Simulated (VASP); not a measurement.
Crystal: Co.

```
Co
1.0
     2.50307    0.00000    0.00000
    -1.25154    2.16772    0.00000
     0.00000    0.00000    8.19467
Co
4
Direct
  0.66667 0.33333 0.75000
  0.00000 0.00000 0.50000
  0.33333 0.66667 0.25000
  0.00000 0.00000 0.00000
```

Base run:

| Property | Result |
| --- | --- |
| Program | VASP 6.6.1 |
| Functional | r2SCAN |
| Potentials or basis | VASP PAW PBE potentials, release 64 (Co) |
| Cutoff | 520 eV |
| k mesh | 12 × 12 × 4 |
| Occupations | fermi-dirac, width 0.05 eV |
| Spin | collinear spin, ferromagnetic start |
| Starting moments | [2.0, 2.0, 2.0, 2.0] μB |

Its results: pressure -8.4 GPa; net moment 7.09 μB per cell; site moments Co +1.86, +1.83 (each value once) μB.

Task: After a change of settings the same cell gave: pressure -27.5 GPa; net moment 6.74 μB per cell; site moments Co +1.72, +1.70 (each value once) μB. Which change was it?
A. dispersion from none to D3(BJ)
B. functional from r2SCAN to RPBE; dispersion from none to D3(BJ)
C. functional from r2SCAN to PBEsol; dispersion from none to D4

Result: B.

Caveats: the cell stands under tension; the PAW data sets were made with another functional, which shifts forces and pressure a little.
